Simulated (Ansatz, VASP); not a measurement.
Two plane-wave programs on C

```
C
1.0
     1.23250    0.71158    3.36139
    -1.23250    0.71158    3.36139
     0.00000   -1.42317    3.36139
C
2
Cartesian
  0.0000 0.0450 1.5850
  0.0000 -0.0450 8.4992
```

Change from the starting cell: mode 4 frozen in at -0.095 Å and mode 6 at +0.045 Å (largest displacements).

Alike in both runs: task single point; functional PBE; dispersion D3(BJ); k mesh 15 × 15 × 15; occupations gaussian, width 0.05 eV; no spin polarisation.

|  | VASP | Ansatz |
| --- | --- | --- |
| version | VASP 6.6.1 | Ansatz 0.2.0 |
| potentials or method | VASP PAW PBE potentials, release 64 (C), cutoff 520 eV | scalar-relativistic, plane waves, PAW |
| valence electrons in the cell | 8 | 8 |

```tsv
	VASP	Ansatz	Ansatz less VASP
gap on the k mesh at the Fermi level (eV)	0.13	0.13	0.000
least direct gap on the mesh (eV)	0.20	0.20	0.000
pressure (GPa)	1.3	1.0	-0.40
traceless stress, the component that is largest in VASP (GPa)	10.68	10.26	-0.426
rms of the force components (eV/Å)	2.887	2.886	-0.0013
```

Atom by atom the forces differ by 0.008 eV/Å (rms over components).
